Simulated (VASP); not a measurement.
Write the native input for VASP 6.6.1 that does the following.

* Task: single point
* Functional: PBE
* Potentials or basis: VASP PAW PBE potentials, release 64 (Cu)
* Cutoff: 520 eV
* k mesh: 15 × 15 × 15
* Occupations: methfessel-paxton, width 0.3 eV
* Spin: no spin polarisation
* Dipole correction: no
* Further INCAR settings: ALGO = Normal; EDIFF = 1e-06; NBANDS = 12

The structure of Cu lies in POSCAR:

```
Cu
1.0
    0.0000000000      1.8145751207      1.8145751207
    1.8145751207      0.0000000000      1.8145751207
    1.8145751207      1.8145751207      0.0000000000
Cu
1
Direct
    0.0000000000      0.0000000000      0.0000000000
```

One way to write it, as run:

INCAR

```
PREC = Accurate ; ENCUT = 520
EDIFF = 1E-6 ; ISMEAR = 1
SIGMA = 0.3 ; LREAL = F
LASPH = T ; NELM = 100
ALGO = Normal ; ISIF = 2
LWAVE = F ; LCHARG = F
GGA = PE ; NBANDS = 12
```

KPOINTS

```
regular mesh
0
Gamma
  15 15 15
```

Potentials or basis: VASP PAW PBE potentials, release 64 (Cu).

Run with:

```bash
$ cat potpaw_PBE.64/Cu/POTCAR > POTCAR
$ mpirun -np 1 vasp_std > vasp.out
```

Results of the run:

| Property | Result |
| --- | --- |
| Pressure | 0.5 GPa |

Run time: 36 s on 1 thread of AMD EPYC 7R13 (shared host), peak memory 0.1 GiB.
